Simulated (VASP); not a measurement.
Cl, 1 atom in the cell. The cell holds a molecule in a box, 1 atom: a = 7.175 Å, b = 6.327 Å, c = 22.743 Å, α = 90.00°, β = 90.00°, γ = 90.00°. 

```yaml
Program: VASP 6.6.1
Task: single point
Functional: PBE
Dispersion: D3(BJ)
Potentials_or_basis: VASP PAW PBE potentials, release 64 (Cl)
Cutoff: 520 eV
k_mesh: 2 × 3 × 1
Occupations: gaussian, width 0.05 eV
Spin: collinear spin
Starting_moments: "[1.0] μB"
Dipole_correction: yes
Further_INCAR_settings: ALGO = Normal; EDIFF = 1e-06; NBANDS = 14
```

Potentials or basis: VASP PAW PBE potentials, release 64 (Cl).

Run with:

```sh
$ cat potpaw_PBE.64/Cl/POTCAR > POTCAR
$ mpirun -np 1 vasp_std > vasp.out
```

Hardware: 1 thread of Intel(R) Xeon(R) Platinum 8559C (Emerald Rapids) (shared host).

Question: How long does it take, and how much memory?

Answer: Run time: 110 s on 1 thread of Intel(R) Xeon(R) Platinum 8559C (Emerald Rapids) (shared host), peak memory 1.2 GiB. Counts: scf iterations 13, k points 4.
